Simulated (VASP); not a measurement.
Runs of VASP 6.6.1 on Bi. The structure is that of space group Im-3m (No. 229), or close to it. The cells are those of the table. This isn't the form of Bi at room conditions, which is rhombohedral.

```tsv
cell	gap on the mesh (eV)	pressure (GPa)
a = 3.353 Å, angles 109.5°, 1 atom	none	2.0
a = 3.486 Å, angles 109.5°, 1 atom	none	(b)
a = 3.420 Å, angles 109.5°, 1 atom	none	-1.6
a = 3.453 Å, angles 109.5°, 1 atom	none	(a)
a = 3.282 Å, angles 109.5°, 1 atom	none	7.2
```

Alike in all rows: task single point; level PBEsol; potentials or basis VASP PAW PBE potentials, release 64 (Bi_d); no spin polarisation; k mesh 16 × 16 × 16; cutoff (eV) 500; smearing gaussian 0.1 eV.

Problem. Estimate the missing entries.

Solution. (a) -2.9; (b) -4.1.

Caveats: the PAW data sets were made with another functional, which shifts forces and pressure a little; spin-orbit coupling is left out, which moves the levels of the heavy elements; the cell stands under tension (at least some runs); the cell stands under pressure (at least some runs).

A k mesh can miss the band edges, and the runs leave out spin-orbit coupling on Bi.

A gap of «none» marks levels without a gap at the run's occupations.
